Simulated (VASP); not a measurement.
## Cu3Te: single point with revPBE

Crystal: Cu3Te.

```
CELL_PARAMETERS angstrom
3.94666 0.00000 0.00000
0.00000 3.94666 0.00000
0.00000 0.00000 3.94666
ATOMIC_POSITIONS crystal
Cu 0.00000 0.50000 0.50000
Cu 0.50000 0.00000 0.50000
Cu 0.50000 0.50000 0.00000
Te 0.00000 0.00000 0.00000
```

```json
{"Program": "VASP 6.6.1", "Task": "single point", "Functional": "revPBE", "Potentials or basis": "VASP PAW PBE potentials, release 64 (Cu, Te)", "Cutoff": "600 eV", "k mesh": "5 × 5 × 5", "Occupations": "methfessel-paxton, width 0.05 eV", "Spin": "no spin polarisation", "Dipole correction": "no", "Further INCAR settings": "ALGO = Normal; EDIFF = 1e-06; NBANDS = 28"}
```

The pressure is 4.4 GPa and the band gap on the k mesh is zero (an odd number of electrons rules out a gap without spin polarisation).

Levels at points of the mesh, in eV from the Fermi level:
```
           k point  band 18  band 19  band 20  band 21  band 22  band 23
(0.00, 0.00, 0.00)    -2.28    -2.28    -1.26     2.59     2.59     6.01
```

Run time: 15 s on 1 thread of Intel(R) Xeon(R) Platinum 8488C (Sapphire Rapids), on a shared host, peak memory 0.18 GiB.

Caveat: the cell stands under pressure; the PAW data sets were made with another functional, which shifts forces and pressure a little; spin-orbit coupling is left out, which moves the levels of the heavy elements.
